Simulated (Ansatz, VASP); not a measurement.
## Zr: VASP beside Ansatz

```
Zr
1.0
     0.00000    2.25500    2.25500
     2.25500    0.00000    2.25500
     2.25500    2.25500    0.00000
Zr
1
Direct
  0.00000 0.00000 0.00000
```

Alike in both runs: task single point; functional r2SCAN; k mesh 8 × 8 × 8; occupations gaussian, width 0.1 eV; no spin polarisation.

|  | VASP | Ansatz |
| --- | --- | --- |
| version | VASP 6.6.1 | Ansatz 0.2.0 |
| potentials or method | VASP PAW PBE potentials, release 64 (Zr_sv), cutoff 550 eV | scalar-relativistic, plane waves, PAW |
| valence electrons in the cell | 12 | 12 |

|  | VASP | Ansatz | Ansatz less VASP |
| --- | --- | --- | --- |
| gap on the k mesh at the Fermi level (eV) | none | none | - |
| pressure (GPa) | 1.0 | 1.0 | -0.02 |

VASP's potentials were made for PBE, not for r2SCAN. A gap of «none» marks a metal or a gap that the smearing closes.
